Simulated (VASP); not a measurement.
# Ti (Fm-3m) in VASP: relaxation of cell and atoms with PBEsol

Aim: the relaxation of cell and atoms of Ti with PBEsol.

Program: VASP 6.6.1. These are calculated values, not measurements. Logs are shortened: lines on timing, memory, paths and dates and some standing lists are left out, and cuts for length are marked.

## Step 1: The cell of the first run

Symmetry: Fm-3m, No. 225, cubic system. The conventional cell has a = 4.130 Å, b = 4.130 Å, c = 4.130 Å, α = 90.00°, β = 90.00°, γ = 90.00°. Within 3.8 Å of Ti (site symmetry m-3m) lie 12 Ti at 2.92 Å.

This isn't the form of Ti at room conditions, which is hcp.

## Step 2: Relaxation of cell and atoms, PBEsol

INCAR

```
SYSTEM = Ti
PREC = Accurate
ENCUT = 500
EDIFF = 1E-7
ISMEAR = 1
SIGMA = 0.05
LREAL = .False.
LASPH = .True.
NELM = 120
ALGO = Normal
ISIF = 3
LWAVE = .False.
LCHARG = .False.
GGA = PS
IBRION = 2
NSW = 80
EDIFFG = -0.01
GGA_COMPAT = .False.
NELMIN = 4
```

KPOINTS

```
regular mesh
0
Gamma
  17 17 17
  0 0 0
```

POSCAR

```
Ti
1.0
    0.0000000000      2.0650000000      2.0650000000
    2.0650000000      0.0000000000      2.0650000000
    2.0650000000      2.0650000000      0.0000000000
Ti
1
Direct
    0.0000000000      0.0000000000      0.0000000000
```

Potentials or basis: VASP PAW PBE potentials, release 64 (Ti_sv).

Launch:

```console
cat potpaw_PBE.64/Ti_sv/POTCAR > POTCAR
mpirun -np 1 vasp_std > vasp.out
```

OUTCAR:

```text
SYSTEM = Ti
   PREC = Accurate
   ENCUT = 500
   EDIFF = 1E-7
   ISMEAR = 1
   LREAL = .False.
   LASPH = .True.
   NELM = 120
   ISIF = 3
   GGA = PS
   IBRION = 2
   NSW = 80
   EDIFFG = -0.01
   NELMIN = 4

 ion  position               nearest neighbor table
   1  0.000  0.000  0.000-

  LATTYP: Found a face centered cubic cell.
 ALAT       =     4.1300000000

  Lattice vectors:

 A1 = (   0.0000000000,   2.0650000000,   2.0650000000)
 A2 = (   2.0650000000,   0.0000000000,   2.0650000000)
 A3 = (   2.0650000000,   2.0650000000,   0.0000000000)

Analysis of symmetry for initial positions (statically):
=====================================================================
 Subroutine PRICEL returns:
 Original cell was already a primitive cell.

 Routine SETGRP: Setting up the symmetry group for a
 face centered cubic supercell.

 Subroutine GETGRP returns: Found 48 space group operations
 (whereof 48 operations were pure point group operations)
 out of a pool of 48 trial point group operations.

The static configuration has the point symmetry O_h .

Analysis of symmetry for dynamics (positions and initial velocities):
=====================================================================
 Subroutine PRICEL returns:
 Original cell was already a primitive cell.

 Routine SETGRP: Setting up the symmetry group for a
 face centered cubic supercell.

 Subroutine GETGRP returns: Found 48 space group operations
 (whereof 48 operations were pure point group operations)
 out of a pool of 48 trial point group operations.

The dynamic configuration has the point symmetry O_h .

 Subroutine INISYM returns: Found 48 space group operations
 (whereof 48 operations are pure point group operations),
 and found     1 'primitive' translations

----------------------------------------------------------------------------------------

                                     Primitive cell

  volume of cell :      17.6112

  direct lattice vectors                    reciprocal lattice vectors
     0.000000000  2.065000000  2.065000000    -0.242130751  0.242130751  0.242130751
     2.065000000  0.000000000  2.065000000     0.242130751 -0.242130751  0.242130751
     2.065000000  2.065000000  0.000000000     0.242130751  0.242130751 -0.242130751

  length of vectors
     2.920351006  2.920351006  2.920351006     0.419382762  0.419382762  0.419382762

  position of ions in fractional coordinates (direct lattice)
     0.000000000  0.000000000  0.000000000

  ion indices of the primitive-cell ions
   primitive index   ion index
                 1           1

----------------------------------------------------------------------------------------

 KPOINTS: regular mesh

Automatic generation of k-mesh.
 Grid dimensions read from file:
 generate k-points for:   17   17   17

 Generating k-lattice:

  Cartesian coordinates                     Fractional coordinates (reciprocal lattice)
    -0.014242985  0.014242985  0.014242985     0.058823529  0.000000000  0.000000000
     0.014242985 -0.014242985  0.014242985     0.000000000  0.058823529  0.000000000
     0.014242985  0.014242985 -0.014242985     0.000000000  0.000000000  0.058823529

  Length of vectors
     0.024669574  0.024669574  0.024669574

  Shift w.r.t. Gamma in fractional coordinates (k-lattice)
     0.000000000  0.000000000  0.000000000

 Subroutine IBZKPT returns following result:
 ===========================================

 Found    165 irreducible k-points:

 Following reciprocal coordinates:
            Coordinates               Weight
  0.000000  0.000000  0.000000      1.000000
  0.058824  0.000000  0.000000      8.000000
  0.117647  0.000000  0.000000      8.000000
  0.176471  0.000000  0.000000      8.000000
  0.235294  0.000000  0.000000      8.000000
  0.294118  0.000000  0.000000      8.000000
[... 16 lines left out ...]
 -0.176471  0.058824  0.000000     24.000000
 -0.117647  0.058824  0.000000     24.000000
 [... further k-points ...]
   k-points           NKPTS =    165   k-points in BZ     NKDIM =    165   number of bands    NBANDS=     10
   number of dos      NEDOS =    301   number of ions     NIONS =      1
   total plane-waves  NPLWV =  13824
   dimension x,y,z NGX =    24 NGY =   24 NGZ =   24
   dimension x,y,z NGXF=    48 NGYF=   48 NGZF=   48
   ions per type =               1
   NGX,Y,Z   is equivalent  to a cutoff of  13.66, 13.66, 13.66 a.u.
   NGXF,Y,Z  is equivalent  to a cutoff of  27.32, 27.32, 27.32 a.u.
 SYSTEM =  Ti
   PREC   = accura    normal or accurate (medium, high low for compatibility)
   ISTART =      0    job   : 0-new  1-cont  2-samecut
   ICHARG =      2    charge: 1-file 2-atom 10-const
   ISPIN  =      1    spin polarized calculation?
   LNONCOLLINEAR =      F non collinear calculations
   LSORBIT =      F    spin-orbit coupling
   LASPH  =      T    aspherical Exc in radial PAW
   ENCUT  =  500.0 eV  36.75 Ry    6.06 a.u.   5.32  5.32  5.32*2*pi/ulx,y,z
   NELM   =    120;   NELMIN=  4; NELMDL= -5     # of ELM steps
   EDIFF  = 0.1E-06   stopping-criterion for ELM
   LREAL  =      F    real-space projection
   EDIFFG = -.1E-01   stopping-criterion for IOM
   NSW    =     80    number of steps for IOM
   IBRION =      2    ionic relax: 0-MD 1-quasi-New 2-CG
   NFREE  =      1    steps in history (QN), initial steepest desc. (CG)
   ISIF   =      3    stress and relaxation
   ISYM   =      2    0-nonsym 1-usesym 2-fastsym
   POTIM  = 0.5000    time-step for ionic-motion
   TEBEG  =    0.0;   TEEND  =   0.0 temperature during run
   PSTRESS=    0.0 pullay stress
   NELECT =      12.0000    total number of electrons
   NUPDOWN=      -1.0000    fix difference up-down
   EMIN   =  10.00;   EMAX   =-10.00  energy-range for DOS
   EFERMI =   0.00;   METHOD = LEGACY
   ISMEAR =     1;   SIGMA  =   0.05  broadening in eV -4-tet -1-fermi 0-gaus
   EFERMI_NEDOS =   21; number of points for ismear=-14 and -15
   IALGO  =     38    algorithm
   IMIX   =      4    mixing-type and parameters
     AMIX     =   0.40;   BMIX     =  1.00
     AMIX_MAG =   1.60;   BMIX_MAG =  1.00
  volume/ion in A,a.u.               =      17.61       118.85
  Fermi-wavevector in a.u.,A,eV,Ry     =   1.440584  2.722309 28.235921  2.075282
  Thomas-Fermi vector in A             =   2.559312
   LORBIT       =      0    0 simple, 1 ext, 2 COOP (PROOUT), +10 PAW based schemes
   GGA     = PS    functional components
   LHFCALC =     F    Hartree Fock is set to
   AEXX    =    0.0000 exact exchange contribution
   IVDW    =     0    specifies the selected vdW correction
   LEPSILON=     F    determine dielectric tensor
   LRPA    =     F    only Hartree local field effects (RPA)
 conjugate gradient relaxation of ions
 non-spin polarized calculation
 Methfessel and Paxton  Order N= 1 SIGMA  =   0.05
  energy-cutoff  :      500.00
  volume of cell :       17.61
 maximum number of plane-waves:       459
 NGX is ok and might be reduce to    24
   NGX = 11   NGY = 11   NGZ = 11

--------------------------------------- Ionic step        1  -------------------------------------------

 number of electron      12.0000000 magnetization

 Free energy of the ion-electron system (eV)
  ---------------------------------------------------
  ext. energy  EPLUGINS =         0.00000000
  ---------------------------------------------------
  free energy    TOTEN  =        -8.26496205 eV

  energy without entropy =       -8.26535006  energy(sigma->0) =       -8.26509139

------------------------ aborting loop because EDIFF is reached ----------------------------------------

  FORCE on cell =-STRESS in cart. coord.  units (eV):
  Direction    XX          YY          ZZ          XY          YZ          ZX
  --------------------------------------------------------------------------------------
  -------------------------------------------------------------------------------------
  Total       -0.6551308     -0.6551308     -0.6551308      0.0000000     -0.0000000      0.0000000
  in kB      -59.6002994    -59.6002994    -59.6002994      0.0000000     -0.0000000      0.0000000
  external PRESSURE =     -59.6002994 kB  Pullay stress =       0.0000000 kB
[... 55 lines left out ...]
  energy  without entropy=       -8.2750498294  energy(sigma->0) =       -8.27504980

--------------------------------------- Ionic step        3  -------------------------------------------

 number of electron      12.0000001 magnetization

 Free energy of the ion-electron system (eV)
  ---------------------------------------------------
  ext. energy  EPLUGINS =         0.00000000
  ---------------------------------------------------
  free energy    TOTEN  =        -8.28404382 eV

  energy without entropy =       -8.28406006  energy(sigma->0) =       -8.28404923

 E-fermi :   8.5680     XC(G=0): -11.8456

 val. band max:        8.5653343904   @ k =  -0.2353   0.0588   0.0000
 cond. band min:       8.5737713698   @ k =  -0.1765   0.1176   0.0000
 fundamental gap:      0.0084369793
 Fermi energy:         8.5679996484

 k-point     1 :       0.0000    0.0000    0.0000
  band No.  band energies     occupation
      1     -47.8435      2.00000
      2     -23.7427      2.00000
      3     -23.7427      2.00000
      4     -23.7427      2.00000
      5       2.3630      2.00000
      6       9.4644     -0.00000
      7       9.4644     -0.00000
      8       9.4644     -0.00000
      9      11.1884      0.00000
     10      11.1884      0.00000
[... 287 lines left out ...]
 k-point    24 :      -0.1176    0.0588    0.0000
  band No.  band energies     occupation
      1     -47.8138      2.00000
      2     -23.8955      2.00000
      3     -23.7810      2.00000
      4     -23.7549      2.00000
      5       3.0795      2.00000
      6       9.0396     -0.00000
      7       9.6929      0.00000
      8       9.7050      0.00000
      9      10.9053      0.00000
     10      11.2264      0.00000

 [... further k-points ...]

------------------------ aborting loop because EDIFF is reached ----------------------------------------

  FORCE on cell =-STRESS in cart. coord.  units (eV):
  Direction    XX          YY          ZZ          XY          YZ          ZX
  --------------------------------------------------------------------------------------
  -------------------------------------------------------------------------------------
  Total       -0.0018433     -0.0018433     -0.0018433      0.0000000      0.0000000     -0.0000000
  in kB       -0.1776083     -0.1776083     -0.1776083      0.0000000      0.0000000     -0.0000000
  external PRESSURE =      -0.1776083 kB  Pullay stress =       0.0000000 kB
[... 16 lines left out ...]
  FREE ENERGIE OF THE ION-ELECTRON SYSTEM (eV)
  ---------------------------------------------------
  free  energy   TOTEN  =        -8.2840438221 eV

  energy  without entropy=       -8.2840600550  energy(sigma->0) =       -8.28404923

 reached required accuracy - stopping structural energy minimisation
```

Wall time 31 s (1 thread of Intel Xeon 6975P-C (Granite Rapids), shared host); peak memory 0.16 GiB.

Results:

| Item | Value |
| --- | --- |
| Free energy | -8.2840 eV |
| Relaxed volume | 16.63 Å³/atom |
| Relaxed cell | a = 2.865 Å, b = 2.865 Å, c = 2.865 Å, α = 60.00°, β = 60.00°, γ = 60.00° |
| Space group after relaxing (to 0.1 Å) | Fm-3m (No. 225) |
| Energy gained by relaxing | 19.1 meV/atom |
| Ionic steps | 3 |
| Pressure after relaxing | 0.0 GPa |
| Band gap on the k mesh | zero (bands 6 and 7 overlap by 1.39 eV) |

Step by step:
```csv
step,energy change (eV),largest force (eV/Å),pressure (GPa),volume (Å³)
1,0.0000,0.0000,-5.96,17.61
2,-0.0101,0.0000,4.70,15.99
3,-0.0191,0.0000,-0.02,16.63
```

Final structure:
```xyz
1
Lattice="0.0000 2.0258 2.0258 2.0258 0.0000 2.0258 2.0258 2.0258 0.0000" Properties=species:S:1:pos:R:3 pbc="T T T"
Ti    0.0000    0.0000    0.0000
```

Caveat: the PAW data sets were made with another functional, which shifts forces and pressure a little.
